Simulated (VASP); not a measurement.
A run of VASP 6.6.1 is set up as follows.

Contents of INCAR:

```
PREC = Accurate
ENCUT = 600
EDIFF = 1E-6
ISMEAR = 0
SIGMA = 0.01
LREAL = F
LASPH = T
NELM = 120
ALGO = Normal
ISIF = 2
LWAVE = F
LCHARG = F
NBANDS = 11
GGA_COMPAT = F
```

File KPOINTS:

```
regular mesh
0
Gamma
  8 8 8
```

POSCAR

```
MgO
1.0
    0.0000000000      2.1362466030      2.1362466030
    2.1362466030      0.0000000000      2.1362466030
    2.1362466030      2.1362466030      0.0000000000
Mg O
1 1
Direct
    0.0000000000      0.0000000000      0.0000000000
    0.5000000000      0.5000000000      0.5000000000
```

Potentials or basis: VASP PAW LDA potentials, release 64 (Mg, O).

Launch:

```console
$ cat potpaw_LDA.64/Mg/POTCAR potpaw_LDA.64/O/POTCAR > POTCAR
$ mpirun -np 1 vasp_std > vasp.out
```

(1) What does it give for the band gap on the k mesh?

(2) Predict the pressure.

Answers

(1) 4.25 eV, direct.

(2) -13.7 GPa.
